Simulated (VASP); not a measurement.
# SiO2 (Imma) in VASP: electric field gradients with PBE

Aim: the electric field gradients of SiO2 with PBE.

Program: VASP 6.6.1. These are calculated values, not measurements. Logs are shortened: lines on timing, memory, paths and dates and some standing lists are left out, and cuts for length are marked.

## (1) The cell of the first run

The structure is orthorhombic, space group Imma (No. 74). Conventional cell: a = 5.247 Å, b = 9.554 Å, c = 8.883 Å, α = 90.00°, β = 90.00°, γ = 90.00°. Within 2.1 Å of Si (site symmetry m) lie 4 O at 1.60 to 1.61 Å. O (site symmetry mm2) has 2 Si at 1.61 Å within 2.1 Å. O (site symmetry 2) has 2 Si at 1.61 Å within 2.1 Å. O (site symmetry 2/m) has 2 Si at 1.60 Å within 2.1 Å.

## (2) Electric field gradients, PBE

File INCAR:

```
PREC     = Accurate       # precision mode
ENCUT    = 520            # plane-wave cutoff, eV
EDIFF    = 1E-8           # SCF threshold, eV
ISMEAR   = -1             # smearing method
SIGMA    = 0.02           # smearing width, eV
LREAL    = False          # projectors in reciprocal space
LASPH    = True           # aspherical terms in the spheres
NELM     = 100            # most SCF steps
ALGO     = Normal         # electronic algorithm
ISIF     = 2              # what is computed and relaxed
LWAVE    = False          # write WAVECAR
LCHARG   = False          # write CHGCAR
GGA      = PE             # functional
LEFG     = True         
NBANDS   = 44             # bands
```

File KPOINTS:

```
Automatic mesh
0
Gamma
  5 5 5
```

File POSCAR:

```
SiO2
1.0
   -2.6233364600      4.7767535050      4.4416747250
    2.6233364600     -4.7767535050      4.4416747250
    2.6233364600      4.7767535050     -4.4416747250
Si O
4 8
Direct
    0.9295488000      0.8449448900      0.0846039100
    0.7396590200      0.1550551100      0.5846039100
    0.0704512000      0.1550551100      0.9153960900
    0.2603409800      0.8449448900      0.4153960900
    0.1306888700      0.8806888700      0.2500000000
    0.8693111300      0.1193111300      0.7500000000
    0.7931754100      0.5000000000      0.7931754100
    0.2068245900      0.0000000000      0.7068245900
    0.2068245900      0.5000000000      0.2068245900
    0.7931754100      0.0000000000      0.2931754100
    0.0000000000      0.0000000000      0.0000000000
    0.5000000000      0.0000000000      0.5000000000
```

Potentials or basis: VASP PAW PBE potentials, release 64 (Si, O).

Command:

```bash
cat potpaw_PBE.64/Si/POTCAR potpaw_PBE.64/O/POTCAR > POTCAR
mpirun -np 1 vasp_std > vasp.out
```

OUTCAR:

```text
PREC = Accurate
   ENCUT = 520
   EDIFF = 1E-8
   ISMEAR = -1
   LREAL = False
   LASPH = True
   NELM = 100
   ISIF = 2
   GGA = PE

 ion  position               nearest neighbor table
   1  0.930  0.845  0.085-  11 1.60   7 1.61  10 1.61   5 1.61   2 3.12   2 3.12
   2  0.740  0.155  0.585-  12 1.60  10 1.61   7 1.61   6 1.61   1 3.12   1 3.12
   3  0.070  0.155  0.915-  11 1.60   9 1.61   8 1.61   6 1.61   4 3.12   4 3.12
   4  0.260  0.845  0.415-  12 1.60   9 1.61   8 1.61   5 1.61   3 3.12   3 3.12
   5  0.131  0.881  0.250-   1 1.61   4 1.61
   6  0.869  0.119  0.750-   2 1.61   3 1.61
   7  0.793  0.500  0.793-   1 1.61   2 1.61
   8  0.207  0.000  0.707-   3 1.61   4 1.61
   9  0.207  0.500  0.207-   3 1.61   4 1.61
  10  0.793  0.000  0.293-   1 1.61   2 1.61
  11  0.000  0.000  0.000-   1 1.60   3 1.60
  12  0.500  0.000  0.500-   2 1.60   4 1.60

  LATTYP: Found a body centered orthorhombic cell.
 ALAT       =     5.2466729200
 B/A-ratio  =     1.6931395544
 C/A-ratio  =     1.8208695598

  Lattice vectors:

 A1 = (   2.6233364600,  -4.7767535050,  -4.4416747250)
 A2 = (  -2.6233364600,  -4.7767535050,   4.4416747250)
 A3 = (  -2.6233364600,   4.7767535050,  -4.4416747250)

Analysis of symmetry for initial positions (statically):
=====================================================================
 Subroutine PRICEL returns:
 Original cell was already a primitive cell.

 Routine SETGRP: Setting up the symmetry group for a
 body centered orthorhombic supercell.

 Subroutine GETGRP returns: Found  8 space group operations
 (whereof  4 operations were pure point group operations)
 out of a pool of  8 trial point group operations.

The static configuration has the point symmetry C_2h.
 The point group associated with its full space group is D_2h.

Analysis of symmetry for dynamics (positions and initial velocities):
=====================================================================
 Subroutine PRICEL returns:
 Original cell was already a primitive cell.

 Routine SETGRP: Setting up the symmetry group for a
 body centered orthorhombic supercell.

 Subroutine GETGRP returns: Found  8 space group operations
 (whereof  4 operations were pure point group operations)
 out of a pool of  8 trial point group operations.

The dynamic configuration has the point symmetry C_2h.
 The point group associated with its full space group is D_2h.

 Subroutine INISYM returns: Found  8 space group operations
 (whereof  4 operations are pure point group operations),
 and found     1 'primitive' translations

----------------------------------------------------------------------------------------

                                     Primitive cell

  volume of cell :     222.6351

  direct lattice vectors                    reciprocal lattice vectors
    -2.623336460  4.776753505  4.441674725     0.000000000  0.104673603  0.112570152
     2.623336460 -4.776753505  4.441674725     0.190596977  0.000000000  0.112570152
     2.623336460  4.776753505 -4.441674725     0.190596977  0.104673603  0.000000000

  length of vectors
     7.030486654  7.030486654  7.030486654     0.153715979  0.221357735  0.217448318

  position of ions in fractional coordinates (direct lattice)
     0.929548800  0.844944890  0.084603910
     0.739659020  0.155055110  0.584603910
     0.070451200  0.155055110  0.915396090
     0.260340980  0.844944890  0.415396090
     0.130688870  0.880688870  0.250000000
     0.869311130  0.119311130  0.750000000
     0.793175410  0.500000000  0.793175410
     0.206824590  0.000000000  0.706824590
     0.206824590  0.500000000  0.206824590
     0.793175410  0.000000000  0.293175410
     0.000000000  0.000000000  0.000000000
     0.500000000  0.000000000  0.500000000

  ion indices of the primitive-cell ions
   primitive index   ion index
                 1           1
                 2           2
[... 99 lines left out ...]
   IALGO  =     38    algorithm
   IMIX   =      4    mixing-type and parameters
     AMIX     =   0.40;   BMIX     =  1.00
     AMIX_MAG =   1.60;   BMIX_MAG =  1.00
  volume/ion in A,a.u.               =      18.55       125.20
  Fermi-wavevector in a.u.,A,eV,Ry     =   1.080447  2.041750 15.882987  1.167367
  Thomas-Fermi vector in A             =   2.216439
   LORBIT       =      0    0 simple, 1 ext, 2 COOP (PROOUT), +10 PAW based schemes
   GGA     = PE    functional components
   LHFCALC =     F    Hartree Fock is set to
   AEXX    =    0.0000 exact exchange contribution
   IVDW    =     0    specifies the selected vdW correction
   LEPSILON=     F    determine dielectric tensor
   LRPA    =     F    only Hartree local field effects (RPA)
 non-spin polarized calculation
  energy-cutoff  :      520.00
  volume of cell :      222.64
 maximum number of plane-waves:      6030
 NGX is ok and might be reduce to    54
   NGX = 27   NGY = 27   NGZ = 27

 number of electron      64.0000004 magnetization

 Free energy of the ion-electron system (eV)
  ---------------------------------------------------
  ext. energy  EPLUGINS =         0.00000000
  ---------------------------------------------------
  free energy    TOTEN  =       -94.80082625 eV

  energy without entropy =      -94.80082625  energy(sigma->0) =      -94.80082625

 E-fermi :  -0.9871     XC(G=0):  -7.0037

 val. band max:       -1.4905953390   @ k =   0.0000   0.0000   0.0000
 cond. band min:       3.9975071697   @ k =   0.0000   0.0000   0.0000
 fundamental gap:      5.4881025087
 Fermi energy:        -0.9871313914

 k-point     1 :       0.0000    0.0000    0.0000
  band No.  band energies     occupation
      1     -21.0145      2.00000
      2     -20.1020      2.00000
      3     -19.6317      2.00000
      4     -19.5539      2.00000
      5     -19.0198      2.00000
      6     -18.9689      2.00000
[... 1117 lines left out ...]
     43       9.1957      0.00000
     44       9.7191      0.00000

 [... further k-points ...]
[... 5 lines left out ...]
  --------------------------------------------------------------------------------------
  -------------------------------------------------------------------------------------
  Total        4.9298892      4.7474528      4.8919279      0.0000000     -0.0000000      0.0000000
  in kB       35.4775949     34.1647045     35.2044089      0.0000000     -0.0000000      0.0000000
  external PRESSURE =      34.9489028 kB  Pullay stress =       0.0000000 kB

 VOLUME and BASIS-vectors are now :
 -----------------------------------------------------------------------------
  energy-cutoff  :      520.00
  volume of cell :      222.64
      direct lattice vectors                 reciprocal lattice vectors
    -2.623336460  4.776753505  4.441674725     0.000000000  0.104673603  0.112570152
     2.623336460 -4.776753505  4.441674725     0.190596977  0.000000000  0.112570152
     2.623336460  4.776753505 -4.441674725     0.190596977  0.104673603  0.000000000

 POSITION                                       TOTAL-FORCE (eV/Angst)
 -----------------------------------------------------------------------------------
     -0.00000      0.80826      7.50594         0.000000      0.046445     -0.016516
      0.00000      5.58502      1.37741         0.000000      0.046445      0.016516
      2.62334      3.96849     -3.06427         0.000000     -0.046445      0.016516
      2.62334     -0.80826      3.06427         0.000000     -0.046445     -0.016516
      2.62334     -2.38838      3.38179        -0.000000     -0.000000      0.241139
     -0.00000      7.16513      1.05988         0.000000      0.000000     -0.241139
      1.31167      5.18923      2.22084         0.000000     -0.291759      0.000000
      1.31167      4.36428     -2.22084        -0.000000      0.291759      0.000000
      1.31167     -0.41248      2.22084        -0.000000      0.291759      0.000000
     -1.31167      5.18923      2.22084         0.000000     -0.291759      0.000000
      0.00000      0.00000      0.00000         0.000000      0.000000      0.000000
      0.00000      4.77675      0.00000         0.000000     -0.000000      0.000000
 -----------------------------------------------------------------------------------
    total drift:                               -0.000000      0.000000     -0.000000

  FREE ENERGIE OF THE ION-ELECTRON SYSTEM (eV)
  ---------------------------------------------------
  free  energy   TOTEN  =       -94.8008262489 eV

  energy  without entropy=      -94.8008262489  energy(sigma->0) =      -94.80082625

 Electric field gradients (V/A^2)
---------------------------------------------------------------------
 ion       V_xx      V_yy      V_zz      V_xy      V_xz      V_yz
---------------------------------------------------------------------
   1      -3.549     4.572    -1.024     0.000     0.000     5.723
   2      -3.549     4.572    -1.024    -0.000    -0.000    -5.723
   3      -3.549     4.572    -1.024     0.000     0.000     5.723
   4      -3.549     4.572    -1.024    -0.000    -0.000    -5.723
   5     -49.733    92.260   -42.527     0.000     0.001     0.000
   6     -49.733    92.260   -42.527     0.000     0.001     0.000
   7      50.069   -40.757    -9.313    -0.000    64.671    -0.001
   8      50.070   -40.757    -9.313    -0.000   -64.672    -0.001
   9      50.069   -40.757    -9.313    -0.000    64.671    -0.001
  10      50.070   -40.757    -9.313    -0.000   -64.672    -0.001
  11     -49.777   -11.047    60.824     0.001     0.001   -63.947
  12     -49.777   -11.047    60.824     0.001     0.001    63.947
---------------------------------------------------------------------

 Electric field gradients after diagonalization (V/A^2)
 (convention: |V_zz| > |V_xx| > |V_yy|)
----------------------------------------------------------------------
 ion       V_xx      V_yy      V_zz     asymmetry (V_yy - V_xx)/ V_zz
----------------------------------------------------------------------
   1      -4.596    -3.549     8.144       0.129
   2      -4.596    -3.549     8.144       0.129
   3      -4.596    -3.549     8.144       0.129
   4      -4.596    -3.549     8.144       0.129
   5     -49.733   -42.527    92.260       0.078
   6     -49.733   -42.527    92.260       0.078
   7     -50.783   -40.757    91.540       0.110
   8     -50.784   -40.757    91.540       0.110
   9     -50.783   -40.757    91.540       0.110
  10     -50.784   -40.757    91.540       0.110
  11     -49.777   -48.463    98.241       0.013
  12     -49.777   -48.464    98.241       0.013
----------------------------------------------------------------------

           NMR quadrupolar parameters

 Cq : quadrupolar parameter    Cq=e*Q*V_zz/h
 eta: asymmetry parameters     (V_yy - V_xx)/ V_zz
 Q  : nuclear electric quadrupole moment in mb (millibarn)
----------------------------------------------------------------------
 ion       Cq(MHz)       eta       Q (mb)
----------------------------------------------------------------------
   1       0.020       0.129       1.000
   2       0.020       0.129       1.000
   3       0.020       0.129       1.000
   4       0.020       0.129       1.000
   5       0.223       0.078       1.000
   6       0.223       0.078       1.000
   7       0.221       0.110       1.000
   8       0.221       0.110       1.000
   9       0.221       0.110       1.000
  10       0.221       0.110       1.000
  11       0.238       0.013       1.000
  12       0.238       0.013       1.000
----------------------------------------------------------------------
```

Run time: 7.1 min. Hardware: 1 thread of Intel Xeon Platinum 8259CL at 2.50GHz (Skylake/Cascade Lake), shared host; peak memory 0.48 GiB.

What came out:

```yaml
Free_energy: -94.8008 eV
Pressure: 3.5 GPa
Largest_force: 0.292 eV/Å
Band_gap_on_the_k_mesh: 5.49 eV
Largest_electric_field_gradient_by_atom: Si +8.1; O +92.3, +91.5, +98.2 (each value once) V/Å²
```

Forces on the atoms (eV/Å):
```
Si   0.000  0.046 -0.017
Si   0.000  0.046  0.017
Si   0.000 -0.046  0.017
Si   0.000 -0.046 -0.017
O    0.000  0.000  0.241
O    0.000  0.000 -0.241
O    0.000 -0.292  0.000
O    0.000  0.292  0.000
O    0.000  0.292  0.000
O    0.000 -0.292  0.000
O    0.000  0.000  0.000
O    0.000  0.000  0.000
```

Levels at points of the mesh, in eV from the valence-band top:
```
           k point  band 28  band 29  band 30  band 31  band 32  band 33  band 34  band 35  band 36  band 37
(0.00, 0.00, 0.00)    -1.22    -1.05    -0.71    -0.42     0.00     5.49     8.51     8.70     8.93     9.12
```

Electric field gradients, principal values (V/Å²):
```
atom    least   middle  greatest (by size)
1 Si   -3.549   -4.596               8.144
2 Si   -3.549   -4.596               8.144
3 Si   -3.549   -4.596               8.144
4 Si   -3.549   -4.596               8.144
 5 O  -42.527  -49.733              92.260
 6 O  -42.527  -49.733              92.260
 7 O  -40.757  -50.783              91.540
 8 O  -40.757  -50.784              91.540
 9 O  -40.757  -50.783              91.540
10 O  -40.757  -50.784              91.540
11 O  -48.463  -49.777              98.241
12 O  -48.464  -49.777              98.241
```

Caveat: the cell stands under pressure; without QUAD_EFG the Cq values of the log hold for a quadrupole moment of 1 mb, not for the nuclei; an odd mesh through Γ misses points on the zone boundary, where band edges can lie.
